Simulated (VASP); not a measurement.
Runs of VASP 6.6.1 on LuH2. The structure is that of space group Fm-3m (No. 225), or close to it. The cells are those of the table. 

```csv
task,level,cell,cutoff (eV),gap on the mesh (eV),pressure (GPa),relaxed volume (Å³/atom)
single point,PBEsol+D3(BJ),"a = 3.470 Å, angles 60.0°, 3 atoms",520,none,(a),-
single point,BLYP+D3(BJ),"a = 3.495 Å, angles 60.0°, 3 atoms",520,none,0.6,-
relaxation of cell and atoms,PBEsol+D3(BJ),"relaxed from a = 3.559 Å, angles 60.0°, 3 atoms",600,none,0.1,9.89
single point,LDA,"a = 3.472 Å, angles 60.0°, 3 atoms",520,none,(b),-
relaxation of cell and atoms,LDA,"relaxed from a = 3.559 Å, angles 60.0°, 3 atoms",600,none,0.1,9.93
relaxation of cell and atoms,BLYP+D3(BJ),"relaxed from a = 3.559 Å, angles 60.0°, 3 atoms",600,none,0.0,10.13
```

Alike in all rows: potentials or basis VASP PAW PBE potentials, release 64 (Lu, H); no spin polarisation; k mesh 11 × 11 × 11; smearing gaussian 0.1 eV.

Question: Estimate the missing entries.

Answer: (a) 0.4; (b) 0.7.

Caveats: the PAW data sets were made with another functional, which shifts forces and pressure a little; spin-orbit coupling is left out, which moves the levels of the heavy elements; an odd number of electrons without spin polarisation forces a metal; a magnetic or distorted state may lie lower.

A k mesh can miss the band edges, and the runs leave out spin-orbit coupling on Lu.

A gap of «none» marks levels without a gap at the run's occupations.
